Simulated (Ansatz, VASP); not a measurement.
## LiH in VASP and in Ansatz

Contents of POSCAR:

```
LiH
1.0
    0.0000000000      2.0029948335      2.0029948335
    2.0029948335      0.0000000000      2.0029948335
    2.0029948335      2.0029948335      0.0000000000
Li H
1 1
Direct
    0.0000000000      0.0000000000      0.0000000000
    0.5000000000      0.5000000000      0.5000000000
```

The input INCAR.step1:

```
  ALGO = Normal
  EDIFF = 1E-4
  ENCUT = 520
  GGA = PE
  ISMEAR = 0
  LASPH = True
  LCHARG = False
  LREAL = False
  LWAVE = True
  NBANDS = 9
  NELM = 100
  PREC = Accurate
  SIGMA = 0.01
```

Contents of INCAR.step2:

```
  ALGO = Normal
  EDIFF = 1E-6
  ENCUT = 520
  ISIF = 2
  ISMEAR = 0
  ISTART = 1
  LASPH = True
  LCHARG = True
  LELF = True
  LMIXTAU = True
  LREAL = False
  LVHAR = True
  LWAVE = False
  METAGGA = R2SCAN
  NBANDS = 9
  NELM = 100
  PREC = Accurate
  SIGMA = 0.01
```

The input KPOINTS:

```
k-points
0
Gamma
  8 8 8
```

Input for Ansatz:

```yaml
crystal:
  lattice:
    - [0.0, 2.0029948335, 2.0029948335]
    - [2.0029948335, 0.0, 2.0029948335]
    - [2.0029948335, 2.0029948335, 0.0]
  atoms:
    - { symbol: Li, position: [0.0, 0.0, 0.0] }
    - { symbol: H, position: [0.5, 0.5, 0.5] }
kpoints:
  mp_grid: { grid: [8, 8, 8] }
hamiltonian:
  xc: r2scan
scf:
  occupations: { method: fixed }
  n_extra_bands: 4
output:
  forces: true
  stress: true
  eigenvalues: true
  write_density: true
  write_potential: true
  elf: true
  volumetric_format: npy
```

Alike in both runs: task single point; functional r2SCAN; k mesh 8 × 8 × 8; no spin polarisation.

|  | VASP | Ansatz |
| --- | --- | --- |
| version | VASP 6.6.1 | Ansatz 0.2.0 |
| potentials or method | VASP PAW PBE potentials, release 64 (Li_sv, H) | plane waves, PAW |
| plane-wave cutoff (eV) | 520 | 500 |
| occupations | gaussian, width 0.01 eV | fixed |
| valence electrons in the cell | 4 | 4 |

```tsv
	VASP	Ansatz	Ansatz less VASP
gap on the k mesh at the Fermi level (eV)	3.58	3.63	+0.048
```

VASP's potentials were made for PBE, not for r2SCAN.

Noted on VASP's run: the cutoff is short for stress, so the pressure is rough.
